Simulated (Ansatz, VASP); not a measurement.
# CdSe: VASP beside Ansatz

```
Cd Se
1.0
     4.34065    0.00000    0.00000
    -2.17033    3.75911    0.00000
     0.00000    0.00000    7.07697
Cd Se
2 2
Direct
  0.33333 0.66667 0.00453
  0.66667 0.33333 0.50453
  0.33333 0.66667 0.38047
  0.66667 0.33333 0.88047
```

Alike in both runs: task relaxation of the atoms; functional r2SCAN; k mesh 6 × 6 × 4; occupations fermi-dirac, width 0.02 eV; no spin polarisation.

```csv
,VASP,Ansatz
version,VASP 6.6.1,Ansatz 0.2.0
potentials or method,"VASP PAW PBE potentials, release 64 (Cd, Se), cutoff 520 eV",PAW plane waves
valence electrons in the cell,36,72
```

Ansatz gave:

* gap on the k mesh at the Fermi level, each at its own relaxed structure (eV): 1.10

Problem. Which values does VASP return?

Solution. gap on the k mesh at the Fermi level, each at its own relaxed structure (eV): 1.09.

VASP's potentials were made for PBE, not for r2SCAN. VASP's potentials hold 36 valence electrons a cell and Ansatz's 72, so a difference there can come from the potentials and not from the codes. Ansatz's warnings: stress scf threshold loose.

Noted on VASP's run: the relaxation stopped at its first step, so nothing moved.
